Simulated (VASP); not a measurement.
# CaF2 (Fluorite) (Fm-3m) in VASP: single point with r2SCAN

Aim: the single point of CaF2 (Fluorite) with r2SCAN.

Program: VASP 6.6.1. These are calculated values, not measurements. Logs are shortened: lines on timing, memory, paths and dates and some standing lists are left out, and cuts for length are marked.

## (1) The cell of the first run

Symmetry: Fm-3m, No. 225, cubic system. The conventional cell has a = 5.462 Å, b = 5.462 Å, c = 5.462 Å, α = 90.00°, β = 90.00°, γ = 90.00°. Within 3.1 Å of Ca (site symmetry m-3m) lie 8 F at 2.37 Å. F (site symmetry -43m) has 4 Ca at 2.37 Å and 6 F at 2.73 Å within 3.1 Å.

## (2) Single point, r2SCAN

Contents of POSCAR:

```
CaF2
1.0
    0.0000000000      2.7310000000      2.7310000000
    2.7310000000      0.0000000000      2.7310000000
    2.7310000000      2.7310000000      0.0000000000
Ca F
1 2
Direct
    0.0000000000      0.0000000000      0.0000000000
    0.2500000000      0.2500000000      0.2500000000
    0.7500000000      0.7500000000      0.7500000000
```

Contents of INCAR.step1:

```
SYSTEM = CaF2
ALGO = Normal
EDIFF = 1E-5
ENCUT = 660
GGA = PE
GGA_COMPAT = .FALSE.
ISMEAR = 0
LASPH = .TRUE.
LCHARG = .FALSE.
LREAL = .FALSE.
LWAVE = .TRUE.
NBANDS = 19
NELM = 120
PREC = Accurate
SIGMA = 0.01
```

Contents of INCAR.step2:

```
SYSTEM = CaF2
ALGO = Normal
EDIFF = 1E-6
ENCUT = 660
GGA_COMPAT = .FALSE.
ISIF = 2
ISMEAR = 0
ISTART = 1
LASPH = .TRUE.
LCHARG = .TRUE.
LELF = .TRUE.
LMIXTAU = .TRUE.
LREAL = .FALSE.
LVHAR = .TRUE.
LWAVE = .FALSE.
METAGGA = R2SCAN
NBANDS = 19
NELM = 120
PREC = Accurate
SIGMA = 0.01
```

Contents of KPOINTS:

```
k-points
0
G
  8 8 8
  0 0 0
```

Potentials or basis: VASP PAW PBE potentials, release 64 (Ca_sv, F).

On the command line:

```bash
$ cat potpaw_PBE.64/Ca_sv/POTCAR potpaw_PBE.64/F/POTCAR > POTCAR
$ cp INCAR.step1 INCAR
$ mpirun -np 1 vasp_std > vasp.out
$ cp INCAR.step2 INCAR
$ mpirun -np 1 vasp_std > vasp.out
```

OUTCAR:

```text
SYSTEM = CaF2
   EDIFF = 1E-6
   ENCUT = 660
   ISIF = 2
   ISMEAR = 0
   ISTART = 1
   LASPH = .TRUE.
   LREAL = .FALSE.
   METAGGA = R2SCAN
   NELM = 120
   PREC = Accurate

 ion  position               nearest neighbor table
   1  0.000  0.000  0.000-   3 2.37   3 2.37   3 2.37   2 2.37   3 2.37   2 2.37   2 2.37   2 2.37

   2  0.250  0.250  0.250-   1 2.37   1 2.37   1 2.37   1 2.37
   3  0.750  0.750  0.750-   1 2.37   1 2.37   1 2.37   1 2.37

  LATTYP: Found a face centered cubic cell.
 ALAT       =     5.4620000000

  Lattice vectors:

 A1 = (   0.0000000000,   2.7310000000,   2.7310000000)
 A2 = (   2.7310000000,   0.0000000000,   2.7310000000)
 A3 = (   2.7310000000,   2.7310000000,   0.0000000000)

Analysis of symmetry for initial positions (statically):
=====================================================================
 Subroutine PRICEL returns:
 Original cell was already a primitive cell.

 Routine SETGRP: Setting up the symmetry group for a
 face centered cubic supercell.

 Subroutine GETGRP returns: Found 48 space group operations
 (whereof 48 operations were pure point group operations)
 out of a pool of 48 trial point group operations.

The static configuration has the point symmetry O_h .

Analysis of symmetry for dynamics (positions and initial velocities):
=====================================================================
 Subroutine PRICEL returns:
 Original cell was already a primitive cell.

 Routine SETGRP: Setting up the symmetry group for a
 face centered cubic supercell.

 Subroutine GETGRP returns: Found 48 space group operations
 (whereof 48 operations were pure point group operations)
 out of a pool of 48 trial point group operations.

The dynamic configuration has the point symmetry O_h .

 Subroutine INISYM returns: Found 48 space group operations
 (whereof 48 operations are pure point group operations),
 and found     1 'primitive' translations

----------------------------------------------------------------------------------------

                                     Primitive cell

  volume of cell :      40.7376

  direct lattice vectors                    reciprocal lattice vectors
     0.000000000  2.731000000  2.731000000    -0.183083120  0.183083120  0.183083120
     2.731000000  0.000000000  2.731000000     0.183083120 -0.183083120  0.183083120
     2.731000000  2.731000000  0.000000000     0.183083120  0.183083120 -0.183083120

  length of vectors
     3.862217239  3.862217239  3.862217239     0.317109265  0.317109265  0.317109265

  position of ions in fractional coordinates (direct lattice)
     0.000000000  0.000000000  0.000000000
     0.250000000  0.250000000  0.250000000
     0.750000000  0.750000000  0.750000000

  ion indices of the primitive-cell ions
   primitive index   ion index
                 1           1
                 2           2
                 3           3

----------------------------------------------------------------------------------------

 KPOINTS: k-points

Automatic generation of k-mesh.
 Grid dimensions read from file:
 generate k-points for:    8    8    8

 Generating k-lattice:

  Cartesian coordinates                     Fractional coordinates (reciprocal lattice)
    -0.022885390  0.022885390  0.022885390     0.125000000  0.000000000  0.000000000
     0.022885390 -0.022885390  0.022885390     0.000000000  0.125000000  0.000000000
     0.022885390  0.022885390 -0.022885390     0.000000000  0.000000000  0.125000000

  Length of vectors
     0.039638658  0.039638658  0.039638658

  Shift w.r.t. Gamma in fractional coordinates (k-lattice)
     0.000000000  0.000000000  0.000000000

 Subroutine IBZKPT returns following result:
 ===========================================

 Found     29 irreducible k-points:

 Following reciprocal coordinates:
            Coordinates               Weight
  0.000000  0.000000  0.000000      1.000000
  0.125000  0.000000  0.000000      8.000000
  0.250000  0.000000  0.000000      8.000000
  0.375000  0.000000  0.000000      8.000000
  0.500000  0.000000  0.000000      4.000000
  0.125000  0.125000  0.000000      6.000000
[... 16 lines left out ...]
  0.500000  0.250000  0.125000     48.000000
 -0.375000  0.250000  0.125000     24.000000
 [... further k-points ...]
   k-points           NKPTS =     29   k-points in BZ     NKDIM =     29   number of bands    NBANDS=     19
   number of dos      NEDOS =    301   number of ions     NIONS =      3
   total plane-waves  NPLWV =  32768
   dimension x,y,z NGX =    32 NGY =   32 NGZ =   32
   dimension x,y,z NGXF=    64 NGYF=   64 NGZF=   64
   ions per type =               1   2
   NGX,Y,Z   is equivalent  to a cutoff of  13.77, 13.77, 13.77 a.u.
   NGXF,Y,Z  is equivalent  to a cutoff of  27.55, 27.55, 27.55 a.u.
 SYSTEM =  CaF2
   PREC   = accura    normal or accurate (medium, high low for compatibility)
   ISTART =      1    job   : 0-new  1-cont  2-samecut
   ICHARG =      0    charge: 1-file 2-atom 10-const
   ISPIN  =      1    spin polarized calculation?
   LNONCOLLINEAR =      F non collinear calculations
   LSORBIT =      F    spin-orbit coupling
   LASPH  =      T    aspherical Exc in radial PAW
   ENCUT  =  660.0 eV  48.51 Ry    6.96 a.u.   8.09  8.09  8.09*2*pi/ulx,y,z
   NELM   =    120;   NELMIN=  2; NELMDL=  0     # of ELM steps
   EDIFF  = 0.1E-05   stopping-criterion for ELM
   LREAL  =      F    real-space projection
   EDIFFG = 0.1E-04   stopping-criterion for IOM
   NSW    =      0    number of steps for IOM
   IBRION =     -1    ionic relax: 0-MD 1-quasi-New 2-CG
   NFREE  =      0    steps in history (QN), initial steepest desc. (CG)
   ISIF   =      2    stress and relaxation
   ISYM   =      2    0-nonsym 1-usesym 2-fastsym
   POTIM  = 0.5000    time-step for ionic-motion
   TEBEG  =    0.0;   TEEND  =   0.0 temperature during run
   PSTRESS=    0.0 pullay stress
   NELECT =      24.0000    total number of electrons
   NUPDOWN=      -1.0000    fix difference up-down
   EMIN   =  10.00;   EMAX   =-10.00  energy-range for DOS
   EFERMI =   0.00;   METHOD = LEGACY
   ISMEAR =     0;   SIGMA  =   0.01  broadening in eV -4-tet -1-fermi 0-gaus
   EFERMI_NEDOS =   21; number of points for ismear=-14 and -15
   IALGO  =     38    algorithm
   IMIX   =      4    mixing-type and parameters
     AMIX     =   0.40;   BMIX     =  1.00
     AMIX_MAG =   1.60;   BMIX_MAG =  1.00
  volume/ion in A,a.u.               =      13.58        91.64
  Fermi-wavevector in a.u.,A,eV,Ry     =   1.372398  2.593457 25.626266  1.883477
  Thomas-Fermi vector in A             =   2.498009
   LORBIT       =      0    0 simple, 1 ext, 2 COOP (PROOUT), +10 PAW based schemes
   METAGGA = R2SCAN    functional components
   LHFCALC =     F    Hartree Fock is set to
   AEXX    =    0.0000 exact exchange contribution
   IVDW    =     0    specifies the selected vdW correction
   LEPSILON=     F    determine dielectric tensor
   LRPA    =     F    only Hartree local field effects (RPA)
 non-spin polarized calculation
 Gauss-broadening in eV      SIGMA  =   0.01
  energy-cutoff  :      660.00
  volume of cell :       40.74
 maximum number of plane-waves:      1588
   NGX = 17   NGY = 17   NGZ = 17

 number of electron      23.9999989 magnetization

 Free energy of the ion-electron system (eV)
  ---------------------------------------------------
  ext. energy  EPLUGINS =         0.00000000
  ---------------------------------------------------
  free energy    TOTEN  =       -25.95982498 eV

  energy without entropy =      -25.95982498  energy(sigma->0) =      -25.95982498

 E-fermi :  -1.4583     XC(G=0): -10.2437

 val. band max:       -1.5465951665   @ k =   0.5000   0.5000   0.0000
 cond. band min:       6.4048947157   @ k =   0.0000   0.0000   0.0000
 fundamental gap:      7.9514898822
 Fermi energy:        -1.4583364579

 k-point     1 :       0.0000    0.0000    0.0000
  band No.  band energies     occupation
      1     -38.7920      2.00000
      2     -22.6096      2.00000
      3     -21.8603      2.00000
      4     -18.8549      2.00000
      5     -18.8549      2.00000
      6     -18.8549      2.00000
[... 11 lines left out ...]
     18      10.6149      0.00000
     19      16.2859      0.00000

 k-point     2 :       0.1250    0.0000    0.0000
  band No.  band energies     occupation
      1     -38.7871      2.00000
      2     -22.6370      2.00000
      3     -21.8977      2.00000
      4     -18.8611      2.00000
      5     -18.8611      2.00000
      6     -18.8003      2.00000
[... 11 lines left out ...]
     18      10.5740      0.00000
     19      15.5513      0.00000

 k-point     3 :       0.2500    0.0000    0.0000
  band No.  band energies     occupation
      1     -38.7752      2.00000
      2     -22.6786      2.00000
      3     -22.0167      2.00000
      4     -18.8758      2.00000
      5     -18.8758      2.00000
      6     -18.6609      2.00000
[... 11 lines left out ...]
     18      10.4761      0.00000
     19      14.2811      0.00000

 k-point     4 :       0.3750    0.0000    0.0000
  band No.  band energies     occupation
      1     -38.7632      2.00000
      2     -22.6774      2.00000
      3     -22.1819      2.00000
      4     -18.8905      2.00000
      5     -18.8905      2.00000
      6     -18.5133      2.00000
[... 11 lines left out ...]
     18      10.3786      0.00000
     19      13.4248      0.00000

 k-point     5 :       0.5000    0.0000    0.0000
  band No.  band energies     occupation
      1     -38.7582      2.00000
      2     -22.6547      2.00000
      3     -22.2730      2.00000
      4     -18.8966      2.00000
      5     -18.8966      2.00000
      6     -18.4504      2.00000
[... 11 lines left out ...]
     18      10.3386      0.00000
     19      13.2590      0.00000
[... 334 lines left out ...]
      2     -22.8544      2.00000
      3     -22.1546      2.00000
      4     -18.9586      2.00000
      5     -18.9586      2.00000
      6     -18.2820      2.00000
[... 11 lines left out ...]
     18      12.7304      0.00000
     19      14.0470      0.00000

 k-point    22 :       0.3750    0.2500    0.1250
  band No.  band energies     occupation
      1     -38.7663      2.00000
      2     -22.7121      2.00000
      3     -22.0971      2.00000
      4     -18.8976      2.00000
      5     -18.8501      2.00000
      6     -18.5856      2.00000
[... 11 lines left out ...]
     18      10.5787      0.00000
     19      14.7981      0.00000

 k-point    23 :       0.5000    0.2500    0.1250
  band No.  band energies     occupation
      1     -38.7566      2.00000
      2     -22.6706      2.00000
      3     -22.2781      2.00000
      4     -18.9142      2.00000
      5     -18.7766      2.00000
      6     -18.5371      2.00000
[... 11 lines left out ...]
     18      11.1478      0.00000
     19      14.1854      0.00000

 k-point    24 :      -0.3750    0.2500    0.1250
  band No.  band energies     occupation
      1     -38.7526      2.00000
      2     -22.5977      2.00000
      3     -22.4109      2.00000
      4     -18.9215      2.00000
      5     -18.7357      2.00000
      6     -18.5239      2.00000
[... 11 lines left out ...]
     18      11.6528      0.00000
     19      13.7534      0.00000

 [... further k-points ...]
[... 5 lines left out ...]
  --------------------------------------------------------------------------------------
  -------------------------------------------------------------------------------------
  Total       -0.1823007     -0.1823007     -0.1823007      0.0000000      0.0000000      0.0000000
  in kB       -7.1697454     -7.1697454     -7.1697454      0.0000000      0.0000000      0.0000000
  external PRESSURE =      -7.1697454 kB  Pullay stress =       0.0000000 kB

 VOLUME and BASIS-vectors are now :
 -----------------------------------------------------------------------------
  energy-cutoff  :      660.00
  volume of cell :       40.74
      direct lattice vectors                 reciprocal lattice vectors
     0.000000000  2.731000000  2.731000000    -0.183083120  0.183083120  0.183083120
     2.731000000  0.000000000  2.731000000     0.183083120 -0.183083120  0.183083120
     2.731000000  2.731000000  0.000000000     0.183083120  0.183083120 -0.183083120

 POSITION                                       TOTAL-FORCE (eV/Angst)
 -----------------------------------------------------------------------------------
      0.00000      0.00000      0.00000        -0.000000      0.000000     -0.000000
      1.36550      1.36550      1.36550        -0.000000     -0.000000      0.000000
      4.09650      4.09650      4.09650         0.000000      0.000000      0.000000
 -----------------------------------------------------------------------------------
    total drift:                                0.000000     -0.000000      0.000000

  FREE ENERGIE OF THE ION-ELECTRON SYSTEM (eV)
  ---------------------------------------------------
  free  energy   TOTEN  =       -25.9598249835 eV

  energy  without entropy=      -25.9598249835  energy(sigma->0) =      -25.95982498
```

It took 45 s on 1 thread of Intel Xeon Platinum 8559C (Emerald Rapids), shared host; peak memory 0.2 GiB.

What came out:

| Quantity | Value |
| --- | --- |
| Free energy | -25.9598 eV |
| Pressure | -0.7 GPa |
| Band gap on the k mesh | 7.95 eV, indirect (least direct gap 8.21 eV) |

Caveat: the PAW data sets were made with another functional, which shifts forces and pressure a little. r2SCAN opens gaps a little over a GGA but as a rule still falls short of measured ones.
